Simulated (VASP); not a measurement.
A run of VASP 6.6.1 is set up as follows.

INCAR

```
SYSTEM = Fe3Ge
ALGO     = Normal         ! electronic algorithm
EDIFF    = 1E-6           ! SCF threshold, eV
ENCUT    = 520            ! plane-wave cutoff, eV
GGA      = PS             ! functional
ISIF     = 2              ! what is computed and relaxed
ISMEAR   = 0              ! smearing method
ISPIN    = 2              ! spin polarisation
LASPH    = .True.         ! aspherical terms in the spheres
LCHARG   = .True.         ! write CHGCAR
LELF     = .True.         ! ELF
LMAXMIX  = 4              ! l up to which the mixer works
LORBIT   = 11             ! projections on sites
LREAL    = .False.        ! projectors in reciprocal space
LVHAR    = .True.       
LWAVE    = .False.        ! write WAVECAR
MAGMOM   = 0 0 0 0        ! initial moments
NBANDS   = 31             ! bands
NELM     = 150            ! most SCF steps
NUPDOWN  = 0.0            ! fixed moment
PREC     = Accurate       ! precision mode
SIGMA    = 0.1            ! smearing width, eV
```

Contents of KPOINTS:

```
k-points
0
Gamma
  12 12 12
  0 0 0
```

The input POSCAR:

```
Fe3Ge
1.0
    3.6605005200      0.0000000000      0.0000000000
    0.0000000000      3.6605005200      0.0000000000
    0.0000000000      0.0000000000      3.6605005200
Fe Ge
3 1
Direct
    0.0000000000      0.5000000000      0.5000000000
    0.5000000000      0.5000000000      0.0000000000
    0.5000000000      0.0000000000      0.5000000000
    0.0000000000      0.0000000000      0.0000000000
```

Potentials or basis: VASP PAW PBE potentials, release 64 (Fe, Ge_d).

Run with:

```sh
$ cat potpaw_PBE.64/Fe/POTCAR potpaw_PBE.64/Ge_d/POTCAR > POTCAR
$ mpirun -np 1 vasp_std > vasp.out
```

Question: Predict the pressure.

Answer: -24.5 GPa.

Caveat: the cell stands under tension; the PAW data sets were made with another functional, which shifts forces and pressure a little; the total moment is fixed, so each spin has its own Fermi level.
